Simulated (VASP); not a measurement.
# Sb in VASP: notebook

The runs below take Sb through electric field gradients, with LDA.

All numbers are computed with VASP 6.6.1; they aren't measurements. Logs are shortened: lines on timing, memory, paths and dates and some standing lists are left out, and cuts for length are marked.

### Step 1. The cell of the first run

It takes space group R-3m (No. 166, trigonal). The conventional cell has a = 4.358 Å, b = 4.358 Å, c = 11.380 Å, α = 90.00°, β = 90.00°, γ = 120.00°. Sb (site symmetry 3m) has 6 Sb at 2.94 to 3.39 Å within 3.9 Å.

### Step 2. Electric field gradients, LDA (31.19 Å³/atom)

INCAR

```
PREC = Accurate
ENCUT = 400
EDIFF = 1E-8
ISMEAR = -1
SIGMA = 0.03
LREAL = F
LASPH = T
NELM = 120
ALGO = Normal
ISIF = 2
LWAVE = F
LCHARG = F
GGA = CA
LEFG = T
NBANDS = 22
GGA_COMPAT = F
```

KPOINTS

```
Automatic mesh
0
Gamma
  12 12 12
```

POSCAR

```
Sb
1.0
    2.1789009502      1.2579890502      3.7932688079
   -2.1789009502      1.2579890502      3.7932688079
    0.0000000000     -2.5159781002      3.7932688079
Sb
2
Direct
    0.2336400000      0.2336400000      0.2336400000
    0.7663600000      0.7663600000      0.7663600000
```

Potentials or basis: VASP PAW LDA potentials, release 64 (Sb_d_GW).

Started as:

```bash
cat potpaw_LDA.64/Sb_d_GW/POTCAR > POTCAR
mpirun -np 1 vasp_std > vasp.out
```

OUTCAR:

```text
PREC = Accurate
   ENCUT = 400
   EDIFF = 1E-8
   ISMEAR = -1
   LREAL = F
   LASPH = T
   NELM = 120
   ISIF = 2
   GGA = CA

 ion  position               nearest neighbor table
   1  0.234  0.234  0.234-   2 2.94   2 2.94   2 2.94   2 3.39   2 3.39   2 3.39
   2  0.766  0.766  0.766-   1 2.94   1 2.94   1 2.94   1 3.39   1 3.39   1 3.39

  LATTYP: Found a trigonal (rhomboedric) cell.
 ALAT       =     4.5518165660
 COS(alpha) =     0.5417151843

  Lattice vectors:

 A1 = (   2.1789009502,   1.2579890502,   3.7932688079)
 A2 = (  -2.1789009502,   1.2579890502,   3.7932688079)
 A3 = (   0.0000000000,  -2.5159781002,   3.7932688079)

Analysis of symmetry for initial positions (statically):
=====================================================================
 Subroutine PRICEL returns:
 Original cell was already a primitive cell.

 Routine SETGRP: Setting up the symmetry group for a
 trigonal (rhombohedral) supercell.

 Subroutine GETGRP returns: Found 12 space group operations
 (whereof 12 operations were pure point group operations)
 out of a pool of 12 trial point group operations.

The static configuration has the point symmetry D_3d.

Analysis of symmetry for dynamics (positions and initial velocities):
=====================================================================
 Subroutine PRICEL returns:
 Original cell was already a primitive cell.

 Routine SETGRP: Setting up the symmetry group for a
 trigonal (rhombohedral) supercell.

 Subroutine GETGRP returns: Found 12 space group operations
 (whereof 12 operations were pure point group operations)
 out of a pool of 12 trial point group operations.

The dynamic configuration has the point symmetry D_3d.

 Subroutine INISYM returns: Found 12 space group operations
 (whereof 12 operations are pure point group operations),
 and found     1 'primitive' translations

----------------------------------------------------------------------------------------

                                     Primitive cell

  volume of cell :      62.3849

  direct lattice vectors                    reciprocal lattice vectors
[... 114 lines left out ...]
   AEXX    =    0.0000 exact exchange contribution
   IVDW    =     0    specifies the selected vdW correction
   LEPSILON=     F    determine dielectric tensor
   LRPA    =     F    only Hartree local field effects (RPA)
 non-spin polarized calculation
  energy-cutoff  :      400.00
  volume of cell :       62.38
 maximum number of plane-waves:      1153
 NGX is ok and might be reduce to    30
   NGX = 15   NGY = 15   NGZ = 15

 number of electron      30.0000026 magnetization

 Free energy of the ion-electron system (eV)
  ---------------------------------------------------
  ext. energy  EPLUGINS =         0.00000000
  ---------------------------------------------------
  free energy    TOTEN  =        -9.60821001 eV

  energy without entropy =       -9.60785388  energy(sigma->0) =       -9.60803195

 E-fermi :   4.7405     XC(G=0): -10.0050

 val. band max:        4.6525581673   @ k =   0.4167   0.0833   0.0833
 cond. band min:       4.7592649573   @ k =   0.3333   0.1667   0.1667
 fundamental gap:      0.1067067899
 Fermi energy:         4.7404773781

 k-point     1 :       0.0000    0.0000    0.0000
  band No.  band energies     occupation
      1     -24.4820      2.00000
      2     -24.4820      2.00000
      3     -24.4001      2.00000
      4     -24.4001      2.00000
      5     -24.3774      2.00000
      6     -24.2979      2.00000
[... 589 lines left out ...]
     21      12.6095      0.00000
     22      14.8999      0.00000

 [... further k-points ...]
[... 5 lines left out ...]
  --------------------------------------------------------------------------------------
  -------------------------------------------------------------------------------------
  Total       -1.2181568     -1.2181568     -1.2114317     -0.0000000     -0.0000000      0.0000000
  in kB      -31.2848846    -31.2848846    -31.1121708     -0.0000000     -0.0000000      0.0000000
  external PRESSURE =     -31.2273133 kB  Pullay stress =       0.0000000 kB

 VOLUME and BASIS-vectors are now :
 -----------------------------------------------------------------------------
  energy-cutoff  :      400.00
  volume of cell :       62.38
      direct lattice vectors                 reciprocal lattice vectors
     2.178900950  1.257989050  3.793268808     0.229473488  0.132486580  0.087874957
    -2.178900950  1.257989050  3.793268808    -0.229473488  0.132486580  0.087874957
     0.000000000 -2.515978100  3.793268808     0.000000000 -0.264973160  0.087874957

 POSITION                                       TOTAL-FORCE (eV/Angst)
 -----------------------------------------------------------------------------------
      0.00000      0.00000      2.65878         0.000000     -0.000000     -0.105002
      0.00000      0.00000      8.72103         0.000000      0.000000      0.105002
 -----------------------------------------------------------------------------------
    total drift:                               -0.000000      0.000000      0.000000

  FREE ENERGIE OF THE ION-ELECTRON SYSTEM (eV)
  ---------------------------------------------------
  free  energy   TOTEN  =        -9.6082100096 eV

  energy  without entropy=       -9.6078538842  energy(sigma->0) =       -9.60803195

 Electric field gradients (V/A^2)
---------------------------------------------------------------------
 ion       V_xx      V_yy      V_zz      V_xy      V_xz      V_yz
---------------------------------------------------------------------
   1      22.840    22.840   -45.679     0.000    -0.000    -0.000
   2      22.840    22.840   -45.679     0.000    -0.000    -0.000
---------------------------------------------------------------------

 Electric field gradients after diagonalization (V/A^2)
 (convention: |V_zz| > |V_xx| > |V_yy|)
----------------------------------------------------------------------
 ion       V_xx      V_yy      V_zz     asymmetry (V_yy - V_xx)/ V_zz
----------------------------------------------------------------------
   1      22.840    22.840   -45.679       0.000
   2      22.840    22.840   -45.679       0.000
----------------------------------------------------------------------

           NMR quadrupolar parameters

 Cq : quadrupolar parameter    Cq=e*Q*V_zz/h
 eta: asymmetry parameters     (V_yy - V_xx)/ V_zz
 Q  : nuclear electric quadrupole moment in mb (millibarn)
----------------------------------------------------------------------
 ion       Cq(MHz)       eta       Q (mb)
----------------------------------------------------------------------
   1      -0.110       0.000       1.000
   2      -0.110       0.000       1.000
----------------------------------------------------------------------
```

stdout:

```text
POSCAR found type information on POSCAR Sb
 POSCAR found :  1 types and       2 ions
 scaLAPACK will be used
 LDA part: xc-table for (Slater(with rela. corr.)+CA(PZ))
 , standard interpolation
 POSCAR, INCAR and KPOINTS ok, starting setup
 FFT: planning ... GRIDC
 FFT: planning ... GRID_SOFT
 FFT: planning ... GRID
 WAVECAR not read
 entering main loop
ion   1

ion   2
```

It took 4.2 min on 1 thread of Intel Xeon Platinum 8259CL at 2.50GHz (Skylake/Cascade Lake), shared host; peak memory 0.29 GiB.

What came out:

```
Free energy                             : -9.6082 eV
Pressure                                : -3.1 GPa
Largest force                           : 0.105 eV/Å
Band gap on the k mesh                  : zero (bands 15 and 16 overlap by 0.20 eV)
Largest electric field gradient by atom : Sb -45.7 V/Å²
```

Forces in eV/Å, atoms in the order of the input:
```
Sb   0.000  0.000 -0.105
Sb   0.000  0.000  0.105
```

Electric field gradients, principal values (V/Å²):
```tsv
atom	least	middle	greatest (by size)
1 Sb	22.840	22.840	-45.679
2 Sb	22.840	22.840	-45.679
```

Caveat: the cell stands under tension; without QUAD_EFG the Cq values of the log hold for a quadrupole moment of 1 mb, not for the nuclei; spin-orbit coupling is left out, which moves the levels of the heavy elements.

### Step 3. Electric field gradients, LDA (31.79 Å³/atom)

This run uses another cell than the first one, of 31.79 Å³/atom.

INCAR

```
SYSTEM = Sb
ALGO = Normal ; EDIFF = 1E-8
ENCUT = 400 ; GGA_COMPAT = .False.
ISIF = 2 ; ISMEAR = -1
LASPH = .True. ; LCHARG = .False.
LEFG = .True. ; LREAL = .False.
LWAVE = .False. ; NBANDS = 22
NELM = 120 ; PREC = Accurate
SIGMA = 0.03
```

KPOINTS

```
k-points
0
Gamma
  12 12 12
  0 0 0
```

POSCAR

```
Sb
1.0
    2.1927796744      1.2660019353      3.8174304072
   -2.1927796744      1.2660019353      3.8174304072
    0.0000000000     -2.5320038705      3.8174304072
Sb
2
Direct
    0.2336400000      0.2336400000      0.2336400000
    0.7663600000      0.7663600000      0.7663600000
```

Potentials or basis: VASP PAW LDA potentials, release 64 (Sb_d_GW).

Started as:

```bash
cat potpaw_LDA.64/Sb_d_GW/POTCAR > POTCAR
mpirun -np 1 vasp_std > vasp.out
```

OUTCAR:

```text
SYSTEM = Sb
   EDIFF = 1E-8
   ENCUT = 400
   ISIF = 2
   ISMEAR = -1
   LASPH = .True.
   LREAL = .False.
   NELM = 120
   PREC = Accurate

 ion  position               nearest neighbor table
   1  0.234  0.234  0.234-   2 2.96   2 2.96   2 2.96   2 3.41   2 3.41   2 3.41
   2  0.766  0.766  0.766-   1 2.96   1 2.96   1 2.96   1 3.41   1 3.41   1 3.41

  LATTYP: Found a trigonal (rhomboedric) cell.
 ALAT       =     4.5808098099
 COS(alpha) =     0.5417151843

  Lattice vectors:

 A1 = (   2.1927796744,   1.2660019353,   3.8174304072)
 A2 = (  -2.1927796744,   1.2660019353,   3.8174304072)
 A3 = (   0.0000000000,  -2.5320038705,   3.8174304072)

Analysis of symmetry for initial positions (statically):
=====================================================================
 Subroutine PRICEL returns:
 Original cell was already a primitive cell.

 Routine SETGRP: Setting up the symmetry group for a
 trigonal (rhombohedral) supercell.

[... 788 lines left out ...]
  volume of cell :       63.58
      direct lattice vectors                 reciprocal lattice vectors
     2.192779674  1.266001935  3.817430407     0.228021085  0.131648035  0.087318771
    -2.192779674  1.266001935  3.817430407    -0.228021085  0.131648035  0.087318771
     0.000000000 -2.532003871  3.817430407     0.000000000 -0.263296069  0.087318771

 POSITION                                       TOTAL-FORCE (eV/Angst)
 -----------------------------------------------------------------------------------
      0.00000      0.00000      2.67571         0.000000     -0.000000     -0.189902
      0.00000      0.00000      8.77658         0.000000      0.000000      0.189902
 -----------------------------------------------------------------------------------
    total drift:                               -0.000000      0.000000      0.000000

  FREE ENERGIE OF THE ION-ELECTRON SYSTEM (eV)
  ---------------------------------------------------
  free  energy   TOTEN  =        -9.5839185571 eV

  energy  without entropy=       -9.5835234525  energy(sigma->0) =       -9.58372100

 Electric field gradients (V/A^2)
---------------------------------------------------------------------
 ion       V_xx      V_yy      V_zz      V_xy      V_xz      V_yz
---------------------------------------------------------------------
   1      22.711    22.711   -45.423     0.000    -0.000    -0.000
   2      22.711    22.711   -45.423     0.000    -0.000    -0.000
---------------------------------------------------------------------

 Electric field gradients after diagonalization (V/A^2)
 (convention: |V_zz| > |V_xx| > |V_yy|)
----------------------------------------------------------------------
 ion       V_xx      V_yy      V_zz     asymmetry (V_yy - V_xx)/ V_zz
----------------------------------------------------------------------
   1      22.711    22.711   -45.423       0.000
   2      22.711    22.711   -45.423       0.000
----------------------------------------------------------------------

           NMR quadrupolar parameters

 Cq : quadrupolar parameter    Cq=e*Q*V_zz/h
 eta: asymmetry parameters     (V_yy - V_xx)/ V_zz
 Q  : nuclear electric quadrupole moment in mb (millibarn)
----------------------------------------------------------------------
 ion       Cq(MHz)       eta       Q (mb)
----------------------------------------------------------------------
   1      -0.110       0.000       1.000
   2      -0.110       0.000       1.000
----------------------------------------------------------------------
```

stdout:

```text
POSCAR found type information on POSCAR Sb
 POSCAR found :  1 types and       2 ions
 scaLAPACK will be used
 LDA part: xc-table for (Slater(with rela. corr.)+CA(PZ))
 , standard interpolation
 POSCAR, INCAR and KPOINTS ok, starting setup
 FFT: planning ... GRIDC
 FFT: planning ... GRID_SOFT
 FFT: planning ... GRID
 WAVECAR not read
 entering main loop
ion   1

ion   2
```

Wall time 3 min (1 thread of Intel Xeon Platinum 8488C (Sapphire Rapids), shared host); peak memory 0.28 GiB.

Results:

```
Free energy                             : -9.5839 eV
Pressure                                : -4.0 GPa
Largest force                           : 0.190 eV/Å
Band gap on the k mesh                  : zero (bands 15 and 16 overlap by 0.17 eV)
Largest electric field gradient by atom : Sb -45.4 V/Å²
```

Forces on the atoms (eV/Å):
```
Sb   0.000  0.000 -0.190
Sb   0.000  0.000  0.190
```

Levels at points of the mesh, in eV from the Fermi level:
| k point | band 11 | band 12 | band 13 | band 14 | band 15 | band 16 | band 17 | band 18 | band 19 | band 20 |
| --- | --- | --- | --- | --- | --- | --- | --- | --- | --- | --- |
| (0.00, 0.00, 0.00) | -12.26 | -5.09 | -1.83 | -1.60 | -1.60 | 2.14 | 2.68 | 2.68 | 5.31 | 5.31 |
| (0.50, 0.00, 0.00) | -10.05 | -9.36 | -1.70 | -1.61 | -0.21 | -0.17 | 0.28 | 0.61 | 7.60 | 8.36 |
| (0.50, 0.50, 0.00) | -10.07 | -7.89 | -5.06 | -3.42 | -3.34 | 1.80 | 4.69 | 5.30 | 6.48 | 9.15 |
| (0.50, 0.50, 0.50) | -10.82 | -8.73 | -1.12 | -1.12 | -0.50 | 0.26 | 0.26 | 1.05 | 6.99 | 8.98 |

Electric field gradients, principal values (V/Å²):
```tsv
atom	least	middle	greatest (by size)
1 Sb	22.711	22.711	-45.423
2 Sb	22.711	22.711	-45.423
```

Caveat: the cell stands under tension; without QUAD_EFG the Cq values of the log hold for a quadrupole moment of 1 mb, not for the nuclei; spin-orbit coupling is left out, which moves the levels of the heavy elements.

(Continued in part 2 of 2.)

The gap in the log of VASP goes by the Fermi energy; the results here count the filled bands.